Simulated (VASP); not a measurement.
# CeO2 in VASP: further runs

The runs below take CeO2 through single point, with PBE.

Program: VASP 6.6.1. These are calculated values, not measurements. Logs are shortened: lines on timing, memory, paths and dates and some standing lists are left out, and cuts for length are marked.

## (1) The cell of the first run

Symmetry: R3m, No. 160, trigonal system. Conventional cell: a = 3.863 Å, b = 3.863 Å, c = 9.467 Å, α = 90.00°, β = 90.00°, γ = 120.00°. Ce (site symmetry 3m) has 8 O at 2.25 to 2.49 Å within 3.0 Å. Within 3.0 Å of O (site symmetry 3m) lie 4 Ce at 2.25 to 2.41 Å and 6 O at 2.73 Å. O (site symmetry 3m) has 4 Ce at 2.33 to 2.49 Å and 6 O at 2.73 Å within 3.1 Å.

## (2) Single point, PBE (atom 1 (Ce) moved 0.12 Å along z)

INCAR reads:

```
PREC = Accurate
ENCUT = 520
EDIFF = 1E-6
ISMEAR = 0
SIGMA = 0.05
LREAL = False
LASPH = True
NELM = 80
ALGO = Normal
ISIF = 2
LWAVE = False
LCHARG = False
GGA = PE
NBANDS = 19
```

KPOINTS reads:

```
regular mesh
0
Gamma
  10 10 10
```

POSCAR reads:

```
CeO2
1.0
    1.9316244551      1.1152238991      3.1555473298
   -1.9316244551      1.1152238991      3.1555473298
    0.0000000000     -2.2304477983      3.1555473297
Ce O
1 2
Direct
    0.0126760894      0.0126760894      0.0126760894
    0.2499945096      0.2499945096      0.2499945096
    0.7500054904      0.7500054904      0.7500054904
```

Potentials or basis: VASP PAW PBE potentials, release 64 (Ce, O).

Run with:

```sh
> cat potpaw_PBE.64/Ce/POTCAR potpaw_PBE.64/O/POTCAR > POTCAR
> mpirun -np 1 vasp_std > vasp.out
```

OUTCAR:

```text
PREC = Accurate
   ENCUT = 520
   EDIFF = 1E-6
   ISMEAR = 0
   LREAL = False
   LASPH = True
   NELM = 80
   ISIF = 2
   GGA = PE

 ion  position               nearest neighbor table
   1  0.013  0.013  0.013-   2 2.25   3 2.33   3 2.33   3 2.33   2 2.41   2 2.41   2 2.41   3 2.49

   2  0.250  0.250  0.250-   1 2.25   1 2.41   1 2.41   1 2.41
   3  0.750  0.750  0.750-   1 2.33   1 2.33   1 2.33   1 2.49

  LATTYP: Found a trigonal (rhomboedric) cell.
 ALAT       =     3.8642433064
 COS(alpha) =     0.5002572996

  Lattice vectors:

 A1 = (   1.9316244551,   1.1152238991,   3.1555473298)
 A2 = (  -1.9316244551,   1.1152238991,   3.1555473298)
 A3 = (   0.0000000000,  -2.2304477983,   3.1555473297)

Analysis of symmetry for initial positions (statically):
=====================================================================
 Subroutine PRICEL returns:
 Original cell was already a primitive cell.

 Routine SETGRP: Setting up the symmetry group for a
 trigonal (rhombohedral) supercell.

 Subroutine GETGRP returns: Found  6 space group operations
 (whereof  6 operations were pure point group operations)
 out of a pool of 12 trial point group operations.

The static configuration has the point symmetry C_3v.

Analysis of symmetry for dynamics (positions and initial velocities):
=====================================================================
 Subroutine PRICEL returns:
 Original cell was already a primitive cell.

 Routine SETGRP: Setting up the symmetry group for a
 trigonal (rhombohedral) supercell.

 Subroutine GETGRP returns: Found  6 space group operations
 (whereof  6 operations were pure point group operations)
 out of a pool of 12 trial point group operations.

The dynamic configuration has the point symmetry C_3v.

 Subroutine INISYM returns: Found  6 space group operations
 (whereof  6 operations are pure point group operations),
 and found     1 'primitive' translations

----------------------------------------------------------------------------------------

                                     Primitive cell

  volume of cell :      40.7860

  direct lattice vectors                    reciprocal lattice vectors
     1.931624455  1.115223899  3.155547330     0.258849487  0.149446821  0.105634078
    -1.931624455  1.115223899  3.155547330    -0.258849487  0.149446821  0.105634078
     0.000000000 -2.230447798  3.155547330     0.000000000 -0.298893642  0.105634078

  length of vectors
     3.864243306  3.864243306  3.864243306     0.317010990  0.317010990  0.317010990

  position of ions in fractional coordinates (direct lattice)
     0.012676089  0.012676089  0.012676089
     0.249994510  0.249994510  0.249994510
     0.750005490  0.750005490  0.750005490

  ion indices of the primitive-cell ions
   primitive index   ion index
                 1           1
                 2           2
                 3           3

----------------------------------------------------------------------------------------

 KPOINTS: regular mesh

Automatic generation of k-mesh.
 Grid dimensions read from file:
 generate k-points for:   10   10   10

 Generating k-lattice:

  Cartesian coordinates                     Fractional coordinates (reciprocal lattice)
     0.025884949  0.014944682  0.010563408     0.100000000 -0.000000000  0.000000000
    -0.025884949  0.014944682  0.010563408    -0.000000000  0.100000000  0.000000000
     0.000000000 -0.029889364  0.010563408     0.000000000  0.000000000  0.100000000

  Length of vectors
     0.031701099  0.031701099  0.031701099

  Shift w.r.t. Gamma in fractional coordinates (k-lattice)
     0.000000000  0.000000000  0.000000000

 Subroutine IBZKPT returns following result:
 ===========================================

 Found    116 irreducible k-points:

 Following reciprocal coordinates:
            Coordinates               Weight
  0.000000  0.000000  0.000000      1.000000
  0.100000 -0.000000 -0.000000      6.000000
  0.200000 -0.000000 -0.000000      6.000000
  0.300000  0.000000 -0.000000      6.000000
  0.400000  0.000000 -0.000000      6.000000
  0.500000 -0.000000 -0.000000      3.000000
[... 16 lines left out ...]
  0.300000  0.300000 -0.000000      6.000000
  0.400000  0.300000  0.000000     12.000000
 [... further k-points ...]
   k-points           NKPTS =    116   k-points in BZ     NKDIM =    116   number of bands    NBANDS=     19
   number of dos      NEDOS =    301   number of ions     NIONS =      3
   total plane-waves  NPLWV =  27000
   dimension x,y,z NGX =    30 NGY =   30 NGZ =   30
   dimension x,y,z NGXF=    60 NGYF=   60 NGZF=   60
   ions per type =               1   2
   NGX,Y,Z   is equivalent  to a cutoff of  12.91, 12.91, 12.91 a.u.
   NGXF,Y,Z  is equivalent  to a cutoff of  25.81, 25.81, 25.81 a.u.
 SYSTEM =  unknown system
   PREC   = accura    normal or accurate (medium, high low for compatibility)
   ISTART =      0    job   : 0-new  1-cont  2-samecut
   ICHARG =      2    charge: 1-file 2-atom 10-const
   ISPIN  =      1    spin polarized calculation?
   LNONCOLLINEAR =      F non collinear calculations
   LSORBIT =      F    spin-orbit coupling
   LASPH  =      T    aspherical Exc in radial PAW
   ENCUT  =  520.0 eV  38.22 Ry    6.18 a.u.   7.18  7.18  7.18*2*pi/ulx,y,z
   NELM   =     80;   NELMIN=  2; NELMDL= -5     # of ELM steps
   EDIFF  = 0.1E-05   stopping-criterion for ELM
   LREAL  =      F    real-space projection
   EDIFFG = 0.1E-04   stopping-criterion for IOM
   NSW    =      0    number of steps for IOM
   IBRION =     -1    ionic relax: 0-MD 1-quasi-New 2-CG
   NFREE  =      0    steps in history (QN), initial steepest desc. (CG)
   ISIF   =      2    stress and relaxation
   ISYM   =      2    0-nonsym 1-usesym 2-fastsym
   POTIM  = 0.5000    time-step for ionic-motion
   TEBEG  =    0.0;   TEEND  =   0.0 temperature during run
   PSTRESS=    0.0 pullay stress
   NELECT =      24.0000    total number of electrons
   NUPDOWN=      -1.0000    fix difference up-down
   EMIN   =  10.00;   EMAX   =-10.00  energy-range for DOS
   EFERMI =   0.00;   METHOD = LEGACY
   ISMEAR =     0;   SIGMA  =   0.05  broadening in eV -4-tet -1-fermi 0-gaus
   EFERMI_NEDOS =   21; number of points for ismear=-14 and -15
   IALGO  =     38    algorithm
   IMIX   =      4    mixing-type and parameters
     AMIX     =   0.40;   BMIX     =  1.00
     AMIX_MAG =   1.60;   BMIX_MAG =  1.00
  volume/ion in A,a.u.               =      13.60        91.75
  Fermi-wavevector in a.u.,A,eV,Ry     =   1.371855  2.592431 25.605991  1.881987
  Thomas-Fermi vector in A             =   2.497515
   LORBIT       =      0    0 simple, 1 ext, 2 COOP (PROOUT), +10 PAW based schemes
   GGA     = PE    functional components
   LHFCALC =     F    Hartree Fock is set to
   AEXX    =    0.0000 exact exchange contribution
   IVDW    =     0    specifies the selected vdW correction
   LEPSILON=     F    determine dielectric tensor
   LRPA    =     F    only Hartree local field effects (RPA)
 non-spin polarized calculation
 Gauss-broadening in eV      SIGMA  =   0.05
  energy-cutoff  :      520.00
  volume of cell :       40.79
 maximum number of plane-waves:      1113
 NGX is ok and might be reduce to    30
   NGX = 15   NGY = 15   NGZ = 15

 number of electron      23.9999991 magnetization

 Free energy of the ion-electron system (eV)
  ---------------------------------------------------
  ext. energy  EPLUGINS =         0.00000000
  ---------------------------------------------------
  free energy    TOTEN  =       -26.18430323 eV

  energy without entropy =      -26.18430323  energy(sigma->0) =      -26.18430323

 E-fermi :   5.3179     XC(G=0): -11.1630

 val. band max:        5.0218196800   @ k =  -0.4000   0.3000   0.3000
 cond. band min:       6.9299819728   @ k =   0.5000  -0.0000  -0.0000
 fundamental gap:      1.9081622927
 Fermi energy:         5.3178585950

 k-point     1 :       0.0000    0.0000    0.0000
  band No.  band energies     occupation
      1     -27.4286      2.00000
      2     -11.2928      2.00000
      3     -10.3253      2.00000
      4      -9.6076      2.00000
      5      -9.6076      2.00000
      6      -9.5603      2.00000
[... 11 lines left out ...]
     18       7.7989      0.00000
     19       7.8603      0.00000

 k-point     2 :       0.1000   -0.0000   -0.0000
  band No.  band energies     occupation
      1     -27.4118      2.00000
      2     -11.6271      2.00000
      3     -10.4309      2.00000
      4      -9.6296      2.00000
      5      -9.6278      2.00000
      6      -9.1749      2.00000
[... 11 lines left out ...]
     18       7.7497      0.00000
     19       7.8228      0.00000

 k-point     3 :       0.2000   -0.0000   -0.0000
  band No.  band energies     occupation
      1     -27.3665      2.00000
      2     -12.2280      2.00000
      3     -10.6855      2.00000
      4      -9.6862      2.00000
      5      -9.6229      2.00000
      6      -8.5027      2.00000
[... 11 lines left out ...]
     18       7.6711      0.00000
     19       7.7160      0.00000

 k-point     4 :       0.3000    0.0000   -0.0000
  band No.  band energies     occupation
      1     -27.3092      2.00000
      2     -12.7728      2.00000
      3     -10.9516      2.00000
      4      -9.7542      2.00000
      5      -9.6449      2.00000
      6      -7.8599      2.00000
[... 407 lines left out ...]
     18       7.5349      0.00000
     19       7.6675      0.00000

 k-point    23 :       0.3000    0.3000   -0.0000
  band No.  band energies     occupation
      1     -27.2692      2.00000
      2     -13.0476      2.00000
      3     -10.9728      2.00000
      4      -9.9752      2.00000
      5      -9.7928      2.00000
      6      -7.3892      2.00000
[... 11 lines left out ...]
     18       7.5473      0.00000
     19       7.6952      0.00000

 k-point    24 :       0.4000    0.3000    0.0000
  band No.  band energies     occupation
      1     -27.2316      2.00000
      2     -13.2448      2.00000
      3     -11.3502      2.00000
      4     -10.0651      2.00000
      5      -9.5241      2.00000
      6      -7.1399      2.00000
[... 11 lines left out ...]
     18       7.5336      0.00000
     19       7.8109      0.00000

 [... further k-points ...]

------------------------ aborting loop because EDIFF is reached ----------------------------------------

  FORCE on cell =-STRESS in cart. coord.  units (eV):
  Direction    XX          YY          ZZ          XY          YZ          ZX
  --------------------------------------------------------------------------------------
  -------------------------------------------------------------------------------------
  Total        0.2048840      0.2048840      0.3122935      0.0000000      0.0000000     -0.0000000
  in kB        8.0483686      8.0483686     12.2676893      0.0000000      0.0000000     -0.0000000
  external PRESSURE =       9.4548089 kB  Pullay stress =       0.0000000 kB

 VOLUME and BASIS-vectors are now :
 -----------------------------------------------------------------------------
  energy-cutoff  :      520.00
  volume of cell :       40.79
      direct lattice vectors                 reciprocal lattice vectors
     1.931624455  1.115223899  3.155547330     0.258849487  0.149446821  0.105634078
    -1.931624455  1.115223899  3.155547330    -0.258849487  0.149446821  0.105634078
     0.000000000 -2.230447798  3.155547330     0.000000000 -0.298893642  0.105634078

 POSITION                                       TOTAL-FORCE (eV/Angst)
 -----------------------------------------------------------------------------------
      0.00000     -0.00000      0.12000         0.000000      0.000000     -0.770670
      0.00000     -0.00000      2.36661         0.000000     -0.000000      0.455144
      0.00000     -0.00000      7.10003         0.000000     -0.000000      0.315527
 -----------------------------------------------------------------------------------
    total drift:                               -0.000000      0.000000     -0.000083

  FREE ENERGIE OF THE ION-ELECTRON SYSTEM (eV)
  ---------------------------------------------------
  free  energy   TOTEN  =       -26.1843032275 eV

  energy  without entropy=      -26.1843032275  energy(sigma->0) =      -26.18430323
```

It took 1.9 min on 1 thread of AMD EPYC 9R45 (Zen 5), shared host; peak memory 0.22 GiB.

What came out:

```yaml
Free_energy: -26.1843 eV
Pressure: 0.9 GPa
Largest_force: 0.771 eV/Å
Band_gap_on_the_k_mesh: 1.91 eV (least direct gap 1.96 eV)
```

Forces on the atoms (eV/Å):
```
Ce   0.000  0.000 -0.771
O    0.000  0.000  0.455
O    0.000  0.000  0.316
```

Caveat: the cell differs from its parent crystal (atom 1 (Ce) moved 0.12 Å along z); spin-orbit coupling is left out, which moves the levels of the heavy elements.

## (3) Single point, PBE (atom 2 (O) moved 0.02 Å along z)

INCAR reads:

```
SYSTEM = CeO2
PREC = Accurate ; ENCUT = 520
EDIFF = 1E-7 ; ISMEAR = 0
SIGMA = 0.05 ; LREAL = .False.
LASPH = .True. ; NELM = 60
ALGO = Normal ; ISIF = 2
LWAVE = .False. ; LCHARG = .False.
GGA = PE ; NBANDS = 19
```

KPOINTS reads:

```
Automatic mesh
0
Gamma
  10 10 10
  0 0 0
```

POSCAR reads:

```
CeO2
1.0
    1.9316244551      1.1152238991      3.1555473298
   -1.9316244551      1.1152238991      3.1555473298
    0.0000000000     -2.2304477983      3.1555473297
Ce O
1 2
Direct
    0.0000000000      0.0000000000      0.0000000000
    0.2521071912      0.2521071912      0.2521071912
    0.7500054904      0.7500054904      0.7500054904
```

Potentials or basis: VASP PAW PBE potentials, release 64 (Ce, O).

Run with:

```sh
> cat potpaw_PBE.64/Ce/POTCAR potpaw_PBE.64/O/POTCAR > POTCAR
> mpirun -np 1 vasp_std > vasp.out
```

It took 2 min on 1 thread of AMD EPYC 9R45 (Zen 5), shared host; peak memory 0.22 GiB.

The run converged. Its results:

* Free energy: -26.2287 eV
* Pressure: 0.0 GPa
* Largest force: 0.132 eV/Å
* Band gap on the k mesh: 1.88 eV (least direct gap 1.95 eV)

Forces in eV/Å, atoms in the order of the input:
```
Ce   0.000  0.000  0.061
O    0.000  0.000 -0.132
O    0.000  0.000  0.071
```

Stress tensor (GPa, compression positive):
```
 0.03  0.00  0.00
 0.00  0.03  0.00
 0.00  0.00 -0.15
```

Levels at points of the mesh, in eV from the valence-band top:
```
           k point  band 9  band 10  band 11  band 12  band 13  band 14  band 15  band 16
(0.00, 0.00, 0.00)   -3.67    -0.58    -0.55    -0.55     2.18     2.18     2.19     2.41
(0.50, 0.00, 0.00)   -1.23    -1.17    -0.78    -0.77     1.88     2.05     2.05     2.19
(0.50, 0.50, 0.00)   -1.17    -0.74    -0.71    -0.56     1.92     2.01     2.01     2.16
(0.50, 0.50, 0.50)   -1.24    -1.15    -0.73    -0.73     1.88     2.05     2.05     2.20
```

Caveat: the cell differs from its parent crystal (atom 2 (O) moved 0.02 Å along z); spin-orbit coupling is left out, which moves the levels of the heavy elements. A k mesh can miss the band edges.

## (4) Single point, PBE (13.87 Å³/atom)

This run uses another cell than the first one, of 13.87 Å³/atom.

INCAR reads:

```
PREC     = Accurate       # precision mode
ENCUT    = 520            # plane-wave cutoff, eV
EDIFF    = 1E-7           # SCF threshold, eV
ISMEAR   = 0              # smearing method
SIGMA    = 0.05           # smearing width, eV
LREAL    = False          # projectors in reciprocal space
LASPH    = True           # aspherical terms in the spheres
NELM     = 60             # most SCF steps
ALGO     = Normal         # electronic algorithm
ISIF     = 2              # what is computed and relaxed
LWAVE    = False          # write WAVECAR
LCHARG   = True           # write CHGCAR
GGA      = PE             # functional
LELF     = True           # ELF
LVHAR    = True         
NBANDS   = 19             # bands
```

KPOINTS reads:

```
Automatic mesh
0
Gamma
  10 10 10
```

POSCAR reads:

```
CeO2
1.0
    1.9444170429      1.1226097030      3.1764456033
   -1.9444170429      1.1226097030      3.1764456033
    0.0000000000     -2.2452194063      3.1764456032
Ce O
1 2
Direct
    0.0000000000      0.0000000000      0.0000000000
    0.2499945096      0.2499945096      0.2499945096
    0.7500054904      0.7500054904      0.7500054904
```

Run with:

```sh
> cat potpaw_PBE.64/Ce/POTCAR potpaw_PBE.64/O/POTCAR > POTCAR
> mpirun -np 1 vasp_std > vasp.out
```

Run time: 2 min. Hardware: 1 thread of AMD EPYC 9R45 (Zen 5), shared host; peak memory 0.22 GiB.

Results (log left out):

```yaml
Free_energy: -26.2228 eV
Pressure: -3.3 GPa
Band_gap_on_the_k_mesh: 1.83 eV (least direct gap 1.89 eV)
```

Levels at points of the mesh, in eV from the valence-band top:
| k point | band 9 | band 10 | band 11 | band 12 | band 13 | band 14 | band 15 | band 16 |
| --- | --- | --- | --- | --- | --- | --- | --- | --- |
| (0.00, 0.00, 0.00) | -3.57 | -0.52 | -0.52 | -0.52 | 2.12 | 2.12 | 2.12 | 2.33 |
| (0.50, 0.00, 0.00) | -1.21 | -1.13 | -0.74 | -0.74 | 1.83 | 1.99 | 1.99 | 2.13 |
| (0.50, 0.50, 0.00) | -1.18 | -0.68 | -0.67 | -0.52 | 1.87 | 1.95 | 1.95 | 2.09 |
| (0.50, 0.50, 0.50) | -1.21 | -1.13 | -0.74 | -0.74 | 1.83 | 1.99 | 1.99 | 2.13 |

Caveat: the cell stands under tension; spin-orbit coupling is left out, which moves the levels of the heavy elements.

## (5) The runs side by side

| cell | gap on the mesh (eV) | pressure (GPa) | largest force (eV/Å) |
| --- | --- | --- | --- |
| a = 3.864 Å, angles 60.0°, 3 atoms, atomic positions A | 1.91 | 0.9 | 0.77 |
| a = 3.864 Å, angles 60.0°, 3 atoms, atomic positions B | 1.88 | 0.0 | 0.13 |
| a = 3.890 Å, angles 60.0°, 3 atoms, atomic positions C | 1.83 | -3.3 | - |

Alike in all rows: task single point; level PBE; potentials or basis VASP PAW PBE potentials, release 64 (Ce, O); no spin polarisation; k mesh 10 × 10 × 10; cutoff (eV) 520; smearing gaussian 0.05 eV.

Caveats: spin-orbit coupling is left out, which moves the levels of the heavy elements; the cell stands under tension (at least some runs).

Absolute energies hang on the potentials; compare differences alone.
